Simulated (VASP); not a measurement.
Set up this calculation in VASP 6.6.1, as the native input.

| Property | Result |
| --- | --- |
| Task | single point |
| Functional | r2SCAN |
| Potentials or basis | VASP PAW PBE potentials, release 64 (Ta_pv, N) |
| Cutoff | 520 eV |
| k mesh | 12 × 12 × 12 |
| Occupations | gaussian, width 0.1 eV |
| Spin | no spin polarisation |
| Dipole correction | no |
| Further INCAR settings | ALGO = Normal; EDIFF = 1e-06; NBANDS = 33 |

Crystal: TaN.

```
Ta N
1.0
     5.13450    0.00000    0.00000
    -2.56725    4.44661    0.00000
     0.00000    0.00000    2.93815
Ta N
3 3
Direct
  0.00000 0.00000 0.00000
  0.33333 0.66667 0.50000
  0.66667 0.33333 0.50000
  0.50000 0.00000 0.00000
  0.50000 0.50000 0.00000
  0.00000 0.50000 0.00000
```

This cell differs from its parent crystal: biaxial strain in the a-b plane: -2.0 %, then relaxed in part.

These files were run (other wordings do the same):

POSCAR

```
TaN
1.0
    5.1344985673      0.0000000000      0.0000000000
   -2.5672492837      4.4466061950      0.0000000000
    0.0000000000      0.0000000000      2.9381520199
Ta N
3 3
Direct
    0.0000000000      0.0000000000      0.0000000000
    0.3333333333      0.6666666667      0.5000000000
    0.6666666667      0.3333333333      0.5000000000
    0.5000000000      0.0000000000      0.0000000000
    0.5000000000      0.5000000000      0.0000000000
    0.0000000000      0.5000000000      0.0000000000
```

INCAR.step1

```
SYSTEM = TaN
  ALGO = Normal
  EDIFF = 1E-4
  ENCUT = 520
  GGA = PE
  ISMEAR = 0
  LASPH = .TRUE.
  LCHARG = .FALSE.
  LREAL = .FALSE.
  LWAVE = .TRUE.
  NBANDS = 33
  NELM = 80
  PREC = Accurate
  SIGMA = 0.1
```

INCAR.step2

```
SYSTEM = TaN
  ALGO = Normal
  EDIFF = 1E-6
  ENCUT = 520
  ISIF = 2
  ISMEAR = 0
  ISTART = 1
  LASPH = .TRUE.
  LCHARG = .FALSE.
  LMIXTAU = .TRUE.
  LREAL = .FALSE.
  LWAVE = .FALSE.
  METAGGA = R2SCAN
  NBANDS = 33
  NELM = 80
  PREC = Accurate
  SIGMA = 0.1
```

KPOINTS

```
k-points
0
G
  12 12 12
  0 0 0
```

Potentials or basis: VASP PAW PBE potentials, release 64 (Ta_pv, N).

Command:

```console
$ cat potpaw_PBE.64/Ta_pv/POTCAR potpaw_PBE.64/N/POTCAR > POTCAR
$ cp INCAR.step1 INCAR
$ mpirun -np 1 vasp_std > vasp.out
$ cp INCAR.step2 INCAR
$ mpirun -np 1 vasp_std > vasp.out
```

It gave:

| Item | Value |
| --- | --- |
| Pressure | 9.0 GPa |
| Band gap on the k mesh | zero (bands 24 and 25 overlap by 2.19 eV) |

Caveat: the cell differs from its parent crystal (biaxial strain in the a-b plane: -2.0 %, then relaxed in part); the stress differs along the axes, from 2 to 12 GPa; the PAW data sets were made with another functional, which shifts forces and pressure a little; spin-orbit coupling is left out, which moves the levels of the heavy elements.

It took 12 min on 1 thread of AMD EPYC 9R45 96-Core Processor (Zen 5), with other jobs on the host, peak memory 0.34 GiB.
